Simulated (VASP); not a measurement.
# Cu (P1) in VASP: single point with PBE

Aim: the single point of Cu with PBE.

All numbers are computed with VASP 6.6.1; they aren't measurements. Logs are shortened: lines on timing, memory, paths and dates and some standing lists are left out, and cuts for length are marked.

### Step 1. The cell of the first run

The typed cell holds 18 atoms: a = 7.589 Å, b = 7.589 Å, c = 5.059 Å, α = 60.00°, β = 60.00°, γ = 60.00°.

### Step 2. Single point, PBE

Input file INCAR:

```
SYSTEM = Cu
PREC = Accurate
ENCUT = 600
EDIFF = 1E-6
ISMEAR = -1
SIGMA = 0.1
LREAL = .FALSE.
LASPH = .TRUE.
NELM = 120
ALGO = Normal
ISIF = 2
LWAVE = .FALSE.
LCHARG = .FALSE.
GGA = PE
NBANDS = 114
GGA_COMPAT = .FALSE.
```

Input file KPOINTS:

```
Automatic mesh
0
G
  3 3 5
  0 0 0
```

Input file POSCAR:

```
Cu
1.0
    0.0000000000      5.3661450000      5.3661450000
    5.3661450000      0.0000000000      5.3661450000
    3.5774300000      3.5774300000      0.0000000000
Cu
18
Direct
    0.0123240000     -0.0034940000      0.0031220000
    0.0007720000      0.0044020000      0.4889140000
   -0.0021860000      0.3293720000     -0.0084960000
   -0.0044480000      0.3306320000      0.4977330000
   -0.0047790000      0.6688910000     -0.0043290000
   -0.0168550000      0.6729430000      0.4969020000
    0.3294150000      0.0014150000      0.0018180000
    0.3336120000     -0.0045040000      0.5015150000
    0.3252300000      0.3409420000     -0.0100060000
    0.3322440000      0.3334340000      0.5017310000
    0.3320340000      0.6692120000     -0.0287370000
    0.3321010000      0.6651410000      0.4955440000
    0.6740490000     -0.0058330000     -0.0016850000
    0.6552440000      0.0007530000      0.4860830000
    0.6576620000      0.3451260000      0.0045540000
    0.6659260000      0.3335430000      0.4874740000
    0.6603760000      0.6682230000     -0.0179520000
    0.6674190000      0.6567190000      0.4999210000
```

Potentials or basis: VASP PAW PBE potentials, release 64 (Cu).

Run with:

```
> cat potpaw_PBE.64/Cu/POTCAR > POTCAR
> mpirun -np 1 vasp_std > vasp.out
```

OUTCAR:

```text
SYSTEM = Cu
   PREC = Accurate
   ENCUT = 600
   EDIFF = 1E-6
   ISMEAR = -1
   LREAL = .FALSE.
   LASPH = .TRUE.
   NELM = 120
   ISIF = 2
   GGA = PE

 ion  position               nearest neighbor table
   1  0.012  0.997  0.003-   7 2.42   3 2.44   2 2.45  11 2.46   6 2.49   8 2.49   4 2.55   5 2.57
                            14 2.59  13 2.59   2 2.62  15 2.67
   2  0.001  0.004  0.489-   1 2.45   4 2.48   7 2.48   3 2.49  16 2.52   8 2.52  13 2.53  12 2.54
                             5 2.56   6 2.56   1 2.62  14 2.64
   3  0.998  0.329  0.992-   1 2.44   2 2.49  15 2.49   4 2.50   7 2.50  10 2.51  16 2.51   9 2.53
                             6 2.56   4 2.56  17 2.57   5 2.58
   4  0.996  0.331  0.498-   2 2.48  18 2.48   3 2.50  16 2.52   9 2.54   6 2.55   1 2.55   5 2.55
                             8 2.55   3 2.56  15 2.57  10 2.58
   5  0.995  0.669  0.996-  13 2.45   9 2.50  11 2.50   6 2.51  18 2.52  12 2.54   4 2.55   6 2.55
                             2 2.56   1 2.57   3 2.58  17 2.58
   6  0.983  0.673  0.497-  18 2.45  17 2.45   1 2.49  14 2.49   5 2.51   4 2.55   5 2.55   3 2.56
                             2 2.56  10 2.61  12 2.62  11 2.65
   7  0.329  0.001  0.002-   1 2.42   2 2.48   3 2.50   8 2.52  17 2.52  10 2.52  12 2.53   9 2.53
                             8 2.54  14 2.54  13 2.58  11 2.59
   8  0.334  0.995  0.502-  14 2.42  11 2.43   1 2.49   7 2.52   2 2.52  12 2.53   7 2.54  18 2.55
                             4 2.55  10 2.56  13 2.56   9 2.61
   9  0.325  0.341  0.990-  11 2.47  10 2.47  12 2.48   5 2.50   3 2.53   7 2.53   4 2.54  16 2.56
[... 5 lines left out ...]
  12  0.332  0.665  0.496-  11 2.42   9 2.48  10 2.50  18 2.52  16 2.53   7 2.53   8 2.53   5 2.54
                             2 2.54  17 2.55   6 2.62  11 2.64
  13  0.674  0.994  0.998-  14 2.42   5 2.45   2 2.53  18 2.55   8 2.56  17 2.57   7 2.58  16 2.58
                             1 2.59  15 2.62   9 2.64  14 2.64
  14  0.655  0.001  0.486-   8 2.42  13 2.42   6 2.49  10 2.49  17 2.52  15 2.53  18 2.53   7 2.54
                            16 2.57   1 2.59  13 2.64   2 2.64
  15  0.658  0.345  0.005-  17 2.41  16 2.43  18 2.46  11 2.47   3 2.49  10 2.49  14 2.53   4 2.57
                             9 2.58  13 2.62  16 2.63   1 2.67
  16  0.666  0.334  0.487-  15 2.43  18 2.49  10 2.50   3 2.51   4 2.52   2 2.52  12 2.53  17 2.55
                             9 2.56  14 2.57  13 2.58  15 2.63
  17  0.660  0.668  0.982-  15 2.41   6 2.45  18 2.46  11 2.52  14 2.52   7 2.52  12 2.55  16 2.55
                             3 2.57  13 2.57   5 2.58  18 2.60
  18  0.667  0.657  0.500-   6 2.45  17 2.46  15 2.46  11 2.47   4 2.48  16 2.49   5 2.52  12 2.52
                            14 2.53  13 2.55   8 2.55  17 2.60

  LATTYP: Found a base centered monoclinic cell.
 ALAT       =    11.0263797933
 B/A-ratio  =     0.6882472016
 C/A-ratio  =     0.4588314677
 COS(beta)  =    -0.2294157339

  Lattice vectors:

 A1 = (  -3.5774300000,   1.7887150000,   5.3661450000)
 A2 = (   1.7887150000,  -3.5774300000,   5.3661450000)
 A3 = (   3.5774300000,   3.5774300000,   0.0000000000)

[... 170 lines left out ...]
   EFERMI =   0.00;   METHOD = LEGACY
   ISMEAR =    -1;   SIGMA  =   0.10  broadening in eV -4-tet -1-fermi 0-gaus
   EFERMI_NEDOS =   21; number of points for ismear=-14 and -15
   IALGO  =     38    algorithm
   IMIX   =      4    mixing-type and parameters
     AMIX     =   0.40;   BMIX     =  1.00
     AMIX_MAG =   1.60;   BMIX_MAG =  1.00
  volume/ion in A,a.u.               =      11.45        77.24
  Fermi-wavevector in a.u.,A,eV,Ry     =   1.615553  3.052953 35.511368  2.610012
  Thomas-Fermi vector in A             =   2.710282
   LORBIT       =      0    0 simple, 1 ext, 2 COOP (PROOUT), +10 PAW based schemes
   GGA     = PE    functional components
   LHFCALC =     F    Hartree Fock is set to
   AEXX    =    0.0000 exact exchange contribution
   IVDW    =     0    specifies the selected vdW correction
   LEPSILON=     F    determine dielectric tensor
   LRPA    =     F    only Hartree local field effects (RPA)
 non-spin polarized calculation
  energy-cutoff  :      600.00
  volume of cell :      206.03
 maximum number of plane-waves:      6925
 NGX is ok and might be reduce to    64
   NGX = 31   NGY = 31   NGZ = 21

 number of electron     198.0000003 magnetization

 Free energy of the ion-electron system (eV)
  ---------------------------------------------------
  ext. energy  EPLUGINS =         0.00000000
  ---------------------------------------------------
  free energy    TOTEN  =       -66.63228823 eV

  energy without entropy =      -66.45231483  energy(sigma->0) =      -66.54230153

 E-fermi :   8.0461     XC(G=0): -12.9051

 val. band max:        8.0089180587   @ k =  -0.3333   0.0000   0.4000
 cond. band min:       8.0965883506   @ k =   0.3333   0.3333   0.2000
 fundamental gap:      0.0876702919
 Fermi energy:         8.0460859111

 k-point     1 :       0.0000    0.0000    0.0000
  band No.  band energies     occupation
      1      -1.6163      2.00000
      2       1.7177      2.00000
      3       1.7891      2.00000
      4       1.8205      2.00000
      5       1.8910      2.00000
      6       2.5011      2.00000
[... 2611 lines left out ...]
    110      13.2185      0.00000
    111      13.4486      0.00000
 [bands above 111 left out]

------------------------ aborting loop because EDIFF is reached ----------------------------------------

  FORCE on cell =-STRESS in cart. coord.  units (eV):
  Direction    XX          YY          ZZ          XY          YZ          ZX
  --------------------------------------------------------------------------------------
  -------------------------------------------------------------------------------------
  Total       11.1772337     10.9482756     10.9248722      1.5917725     -0.1517677     -0.1652147
  in kB       86.9198495     85.1393551     84.9573584     12.3784318     -1.1802224     -1.2847935
  external PRESSURE =      85.6721877 kB  Pullay stress =       0.0000000 kB

 VOLUME and BASIS-vectors are now :
 -----------------------------------------------------------------------------
  energy-cutoff  :      600.00
  volume of cell :      206.03
      direct lattice vectors                 reciprocal lattice vectors
     0.000000000  5.366145000  5.366145000    -0.093176759  0.093176759  0.093176759
     5.366145000  0.000000000  5.366145000     0.093176759 -0.093176759  0.093176759
     3.577430000  3.577430000  0.000000000     0.139765139  0.139765139 -0.139765139

 POSITION                                       TOTAL-FORCE (eV/Angst)
 -----------------------------------------------------------------------------------
      5.35856      0.07730      5.41353        -0.072098     -0.836384     -0.510972
      1.77268      1.75320      0.02776         0.193826      0.252712     -0.449064
      5.31449      8.90145      7.12187         0.377658     -0.057507      0.367752
      3.55482      7.12288      7.11650        -0.050981      0.102649      0.141903
      7.15131      8.90244      8.92987        -0.186615     -0.104622     -0.077896
      5.38874      7.05333      8.88681        -0.317382      0.555929      0.409800
[... 10 lines left out ...]
      7.09899      7.05688      7.12945         0.628717      0.389060      0.201631
      5.31248      5.36990      7.10552        -0.196199     -0.580354      0.169163
 -----------------------------------------------------------------------------------
    total drift:                               -0.000181      0.000441      0.000067

  FREE ENERGIE OF THE ION-ELECTRON SYSTEM (eV)
  ---------------------------------------------------
  free  energy   TOTEN  =       -66.6322882297 eV

  energy  without entropy=      -66.4523148333  energy(sigma->0) =      -66.54230153
```

OSZICAR:

```text
N       E                     dE             d eps       ncg     rms          rms(c)
DAV:   1     0.228585940629E+04    0.22859E+04   -0.88600E+04  5244   0.351E+03
DAV:   2     0.359874110342E+03   -0.19260E+04   -0.18785E+04  5244   0.713E+02
DAV:   3    -0.514867697929E+02   -0.41136E+03   -0.39121E+03  5244   0.328E+02
[... 11 lines left out ...]
DAV:  15    -0.666323492323E+02   -0.41395E-04   -0.47755E-04  5614   0.278E-01    0.514E-02
DAV:  16    -0.666322895984E+02    0.59634E-04   -0.14801E-04  5578   0.169E-01    0.115E-02
DAV:  17    -0.666322896588E+02   -0.60380E-07   -0.51067E-05  5928   0.936E-02    0.106E-02
DAV:  18    -0.666322881390E+02    0.15198E-05   -0.22035E-05  5688   0.664E-02    0.549E-03
DAV:  19    -0.666322882297E+02   -0.90662E-07   -0.22053E-06  2998   0.159E-02
   1 F= -.66632288E+02 E0= -.66542302E+02  d E =-.179973E+00
```

It took 17 min on 1 thread of AMD EPYC 7R13 (Zen 3), shared host; peak memory 0.64 GiB.

What came out:

- Free energy: -66.6323 eV
- Pressure: 8.6 GPa
- Largest force: 1.063 eV/Å
- Band gap on the k mesh: zero (bands 99 and 100 overlap by 1.64 eV)

Forces in eV/Å, atoms in the order of the input:
```
Cu  -0.072 -0.836 -0.511
Cu   0.194  0.253 -0.449
Cu   0.378 -0.058  0.368
Cu  -0.051  0.103  0.142
Cu  -0.187 -0.105 -0.078
Cu  -0.317  0.556  0.410
Cu  -0.192  0.299  0.326
Cu  -0.034 -0.461  0.261
Cu  -0.128  0.582 -0.169
Cu  -0.070 -0.530 -0.112
Cu   0.690  0.617 -0.359
Cu  -0.283 -0.556 -0.007
Cu   0.005 -0.588  0.077
Cu   0.332  0.585  0.451
Cu  -0.937 -0.044 -0.501
Cu   0.241  0.375 -0.218
Cu   0.629  0.389  0.202
Cu  -0.196 -0.580  0.169
```

Caveat: the cell stands under pressure; forces of over 1 eV/Å act on the atoms, so gaps and moduli don't describe the material at rest.

The gap in the log of VASP goes by the Fermi energy; the results here count the filled bands.